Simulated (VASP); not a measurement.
**Zr3N2: single point with PBEsol**

Zr3N2:

```
Zr N
1.0
     2.93944    1.69709    5.19367
    -2.93944    1.69709    5.19367
     0.00000   -3.39418    5.19367
Zr N
6 4
Direct
  0.42499 0.07501 0.75000
  0.07501 0.75000 0.42499
  0.75000 0.42499 0.07501
  0.25000 0.57501 0.92499
  0.92499 0.25000 0.57501
  0.57501 0.92499 0.25000
  0.33867 0.33867 0.33867
  0.16133 0.16133 0.16133
  0.83867 0.83867 0.83867
  0.66133 0.66133 0.66133
```

This cell differs from its parent crystal: strain +0.050 along x and y, +0.000 along z.

```yaml
Program: VASP 6.6.1
Task: single point
Functional: PBEsol
Potentials_or_basis: VASP PAW PBE potentials, release 64 (Zr_sv, N)
Cutoff: 520 eV
k_mesh: 12 × 12 × 12
Occupations: gaussian, width 0.15 eV
Spin: no spin polarisation
Dipole_correction: no
Further_INCAR_settings: ALGO = Normal; EDIFF = 1e-06; NBANDS = 57
```

The pressure is -16.8 GPa and the largest force is 0.248 eV/Å. The band gap on the k mesh is zero (bands 46 and 47 overlap by 0.64 eV).

Forces on the atoms (eV/Å):
```
Zr   0.248  0.000  0.000
Zr  -0.124 -0.215  0.000
Zr  -0.124  0.215  0.000
Zr   0.124 -0.215  0.000
Zr   0.124  0.215  0.000
Zr  -0.248  0.000  0.000
N    0.000  0.000  0.211
N    0.000  0.000 -0.211
N    0.000  0.000  0.211
N    0.000  0.000 -0.211
```

Stress tensor (GPa, compression positive):
```
-20.63   0.00   0.00
  0.00 -20.63   0.00
  0.00   0.00  -9.17
```

Levels at points of the mesh, in eV from the Fermi level:
| k point | band 42 | band 43 | band 44 | band 45 | band 46 | band 47 | band 48 | band 49 | band 50 | band 51 |
| --- | --- | --- | --- | --- | --- | --- | --- | --- | --- | --- |
| (0.00, 0.00, 0.00) | -0.38 | -0.38 | 0.15 | 0.15 | 0.19 | 0.69 | 0.69 | 0.84 | 0.93 | 1.20 |
| (0.50, 0.00, 0.00) | -1.36 | -1.11 | -1.11 | -0.06 | -0.06 | 0.38 | 0.38 | 1.85 | 1.85 | 1.93 |
| (0.50, 0.50, 0.00) | -1.04 | -0.81 | -0.80 | -0.77 | -0.45 | -0.25 | 1.07 | 1.32 | 1.51 | 2.11 |
| (0.50, 0.50, 0.50) | -0.87 | -0.64 | -0.64 | -0.64 | -0.64 | 1.22 | 1.22 | 1.78 | 1.78 | 1.78 |

Wall time 7.5 min on 4 MPI ranks on Intel(R) Xeon(R) Platinum 8175M CPU @ 2.50GHz (Skylake/Cascade Lake) (shared host), peak memory 1.2 GiB a rank.

Caveat: the cell differs from its parent crystal (strain +0.050 along x and y, +0.000 along z); the stress differs along the axes, from -21 to -9 GPa; the PAW data sets were made with another functional, which shifts forces and pressure a little.
